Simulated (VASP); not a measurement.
# WC (P3m1) in VASP: single point with PBEsol

Aim: the single point of WC with PBEsol.

All numbers are computed with VASP 6.6.1; they aren't measurements. Logs are shortened: lines on timing, memory, paths and dates and some standing lists are left out, and cuts for length are marked.

## (1) The cell of the first run

The structure is trigonal, space group P3m1 (No. 156). Conventional cell: a = 2.898 Å, b = 2.898 Å, c = 8.733 Å, α = 90.00°, β = 90.00°, γ = 120.00°. Within 2.9 Å of W (site symmetry 3m) lie 6 C at 2.19 to 2.36 Å and 7 W at 2.83 to 2.90 Å. W (site symmetry 3m) has 6 C at 2.19 Å and 7 W at 2.83 to 2.90 Å within 2.9 Å. W (site symmetry 3m) has 6 C at 2.19 Å and 8 W at 2.83 to 2.90 Å within 2.9 Å. C (site symmetry 3m) has 6 W at 2.19 to 2.36 Å and 7 C at 2.83 to 2.90 Å within 2.9 Å. Within 2.9 Å of C (site symmetry 3m) lie 6 W at 2.19 Å and 8 C at 2.83 to 2.90 Å. Within 2.9 Å of C (site symmetry 3m) lie 6 W at 2.19 Å and 7 C at 2.83 to 2.90 Å.

## (2) Single point, PBEsol

INCAR reads:

```
PREC = Accurate
ENCUT = 520
EDIFF = 1E-7
ISMEAR = 0
SIGMA = 0.15
LREAL = F
LASPH = T
NELM = 60
ALGO = Normal
ISIF = 2
LWAVE = F
LCHARG = F
GGA = PS
NBANDS = 36
```

KPOINTS reads:

```
regular mesh
0
Gamma
  23 23 7
```

POSCAR reads:

```
WC
1.0
   -2.8984136670      0.0000000000      0.0000000000
   -1.4492068335     -2.5100998663      0.0000000000
    0.0000000000      0.0000000000      8.7328357108
W C
3 3
Direct
    0.0000000000      0.0000000000      0.8904085239
    0.0000000000      0.0000000000      0.2428269141
    0.0000000000      0.0000000000      0.5666177190
    0.6666666667      0.6666666667      0.0809315117
    0.6666666667      0.6666666667      0.4047223165
    0.6666666667      0.6666666667      0.7285131214
```

Potentials or basis: VASP PAW PBE potentials, release 64 (W_sv, C).

On the command line:

```bash
$ cat potpaw_PBE.64/W_sv/POTCAR potpaw_PBE.64/C/POTCAR > POTCAR
$ mpirun -np 1 vasp_std > vasp.out
```

OUTCAR:

```text
PREC = Accurate
   ENCUT = 520
   EDIFF = 1E-7
   ISMEAR = 0
   LREAL = F
   LASPH = T
   NELM = 60
   ISIF = 2
   GGA = PS

 ion  position               nearest neighbor table
   1  0.000  0.000  0.890-   6 2.19   6 2.19   6 2.19   4 2.36   4 2.36   4 2.36   3 2.83   2 3.08

   2  0.000  0.000  0.243-   4 2.19   5 2.19   4 2.19   5 2.19   4 2.19   5 2.19   3 2.83   1 3.08

   3  0.000  0.000  0.567-   6 2.19   6 2.19   6 2.19   5 2.19   5 2.19   5 2.19   1 2.83   2 2.83

   4  0.667  0.667  0.081-   2 2.19   2 2.19   2 2.19   1 2.36   1 2.36   1 2.36
   5  0.667  0.667  0.405-   2 2.19   2 2.19   2 2.19   3 2.19   3 2.19   3 2.19
   6  0.667  0.667  0.729-   3 2.19   3 2.19   3 2.19   1 2.19   1 2.19   1 2.19

  LATTYP: Found a hexagonal cell.
 ALAT       =     2.8984136670
 C/A-ratio  =     3.0129707882

  Lattice vectors:

 A1 = (   1.4492068335,   2.5100998663,   0.0000000000)
 A2 = (  -2.8984136670,   0.0000000000,   0.0000000000)
 A3 = (   0.0000000000,   0.0000000000,   8.7328357108)

Analysis of symmetry for initial positions (statically):
=====================================================================
 Subroutine PRICEL returns:
 Original cell was already a primitive cell.

 Routine SETGRP: Setting up the symmetry group for a
 hexagonal supercell.

 Subroutine GETGRP returns: Found  6 space group operations
 (whereof  6 operations were pure point group operations)
 out of a pool of 24 trial point group operations.

The static configuration has the point symmetry C_3v.

Analysis of symmetry for dynamics (positions and initial velocities):
=====================================================================
 Subroutine PRICEL returns:
 Original cell was already a primitive cell.

 Routine SETGRP: Setting up the symmetry group for a
 hexagonal supercell.

 Subroutine GETGRP returns: Found  6 space group operations
 (whereof  6 operations were pure point group operations)
 out of a pool of 24 trial point group operations.

The dynamic configuration has the point symmetry C_3v.

 Subroutine INISYM returns: Found  6 space group operations
 (whereof  6 operations are pure point group operations),
 and found     1 'primitive' translations

----------------------------------------------------------------------------------------

                                     Primitive cell

  volume of cell :      63.5341

[... 99 lines left out ...]
   NSW    =      0    number of steps for IOM
   IBRION =     -1    ionic relax: 0-MD 1-quasi-New 2-CG
   NFREE  =      0    steps in history (QN), initial steepest desc. (CG)
   ISIF   =      2    stress and relaxation
   ISYM   =      2    0-nonsym 1-usesym 2-fastsym
   POTIM  = 0.5000    time-step for ionic-motion
   TEBEG  =    0.0;   TEEND  =   0.0 temperature during run
   PSTRESS=    0.0 pullay stress
   NELECT =      54.0000    total number of electrons
   NUPDOWN=      -1.0000    fix difference up-down
   EMIN   =  10.00;   EMAX   =-10.00  energy-range for DOS
   EFERMI =   0.00;   METHOD = LEGACY
   ISMEAR =     0;   SIGMA  =   0.15  broadening in eV -4-tet -1-fermi 0-gaus
   EFERMI_NEDOS =   21; number of points for ismear=-14 and -15
   IALGO  =     38    algorithm
   IMIX   =      4    mixing-type and parameters
     AMIX     =   0.40;   BMIX     =  1.00
     AMIX_MAG =   1.60;   BMIX_MAG =  1.00
  volume/ion in A,a.u.               =      10.59        71.46
  Fermi-wavevector in a.u.,A,eV,Ry     =   1.550734  2.930462 32.718946  2.404775
  Thomas-Fermi vector in A             =   2.655354
   LORBIT       =      0    0 simple, 1 ext, 2 COOP (PROOUT), +10 PAW based schemes
   GGA     = PS    functional components
   LHFCALC =     F    Hartree Fock is set to
   AEXX    =    0.0000 exact exchange contribution
   IVDW    =     0    specifies the selected vdW correction
   LEPSILON=     F    determine dielectric tensor
   LRPA    =     F    only Hartree local field effects (RPA)
 non-spin polarized calculation
 Gauss-broadening in eV      SIGMA  =   0.15
  energy-cutoff  :      520.00
  volume of cell :       63.53
 maximum number of plane-waves:      1754
 NGX is ok and might be reduce to    24
   NGX = 11   NGY = 11   NGZ = 33

 number of electron      53.9999999 magnetization

 Free energy of the ion-electron system (eV)
  ---------------------------------------------------
  ext. energy  EPLUGINS =         0.00000000
  ---------------------------------------------------
  free energy    TOTEN  =       -71.22934092 eV

  energy without entropy =      -71.22012834  energy(sigma->0) =      -71.22473463

 E-fermi :  10.6192     XC(G=0): -13.8154

 val. band max:       10.6187962325   @ k =   0.1304   0.1304   0.2857
 cond. band min:      10.6240638200   @ k =   0.1304   0.0435   0.0000
 fundamental gap:      0.0052675875
 Fermi energy:        10.6192418787

 k-point     1 :       0.0000    0.0000    0.0000
  band No.  band energies     occupation
      1     -63.5055      2.00000
      2     -63.2913      2.00000
      3     -63.1637      2.00000
      4     -27.9761      2.00000
      5     -27.7541      2.00000
      6     -27.3341      2.00000
[... 925 lines left out ...]
     35      15.7138      0.00000
     36      15.9101      0.00000

 [... further k-points ...]

------------------------ aborting loop because EDIFF is reached ----------------------------------------

  FORCE on cell =-STRESS in cart. coord.  units (eV):
  Direction    XX          YY          ZZ          XY          YZ          ZX
  --------------------------------------------------------------------------------------
  -------------------------------------------------------------------------------------
  Total       -0.8328806     -0.8328806     -8.2730716      0.0000000      0.0000000      0.0000000
  in kB      -21.0032575    -21.0032575   -208.6270929      0.0000000      0.0000000      0.0000000
  external PRESSURE =     -83.5445360 kB  Pullay stress =       0.0000000 kB

 VOLUME and BASIS-vectors are now :
 -----------------------------------------------------------------------------
  energy-cutoff  :      520.00
  volume of cell :       63.53
      direct lattice vectors                 reciprocal lattice vectors
    -2.898413667  0.000000000  0.000000000    -0.345016314  0.199195262  0.000000000
    -1.449206833 -2.510099866  0.000000000     0.000000000 -0.398390524  0.000000000
     0.000000000  0.000000000  8.732835711     0.000000000  0.000000000  0.114510342

 POSITION                                       TOTAL-FORCE (eV/Angst)
 -----------------------------------------------------------------------------------
      0.00000      0.00000      7.77579        -0.000000      0.000000      3.007991
      0.00000      0.00000      2.12057        -0.000000      0.000000     -1.994188
      0.00000      0.00000      4.94818         0.000000      0.000000     -0.207782
     -2.89841     -1.67340      0.70676         0.000000      0.000000     -1.540272
     -2.89841     -1.67340      3.53437         0.000000      0.000000      0.230245
     -2.89841     -1.67340      6.36199        -0.000000     -0.000000      0.504006
 -----------------------------------------------------------------------------------
    total drift:                                0.000000      0.000000     -0.000029

  FREE ENERGIE OF THE ION-ELECTRON SYSTEM (eV)
  ---------------------------------------------------
  free  energy   TOTEN  =       -71.2293409230 eV

  energy  without entropy=      -71.2201283416  energy(sigma->0) =      -71.22473463
```

stdout:

```text
POSCAR found type information on POSCAR W C
 POSCAR found :  2 types and       6 ions
 scaLAPACK will be used
 -----------------------------------------------------------------------------
|                                                                             |
|                                                                             |
|     You enforced a specific xc type in the INCAR file but a different       |
|     I HOPE YOU KNOW WHAT YOU ARE DOING!                                     |
|                                                                             |
 -----------------------------------------------------------------------------

 LDA part: xc-table for (Slater+PW92), standard interpolation
 POSCAR, INCAR and KPOINTS ok, starting setup
 FFT: planning ... GRIDC
 FFT: planning ... GRID_SOFT
 FFT: planning ... GRID
 WAVECAR not read
 entering main loop
```

Run time: 9.7 min. Hardware: 1 thread of Intel Xeon Platinum 8488C (Sapphire Rapids), shared host; peak memory 0.67 GiB.

Results:

```yaml
Free_energy: -71.2293 eV
Pressure: -8.4 GPa
Largest_force: 3.008 eV/Å
Band_gap_on_the_k_mesh: zero (band 27 reaches 11.01 eV, above the bottom of band 28 at 10.34 eV)
```

Forces on the atoms (eV/Å):
```
W    0.000  0.000  3.008
W    0.000  0.000 -1.994
W    0.000  0.000 -0.208
C    0.000  0.000 -1.540
C    0.000  0.000  0.230
C    0.000  0.000  0.504
```

Caveat: the PAW data sets were made with another functional, which shifts forces and pressure a little; spin-orbit coupling is left out, which moves the levels of the heavy elements.
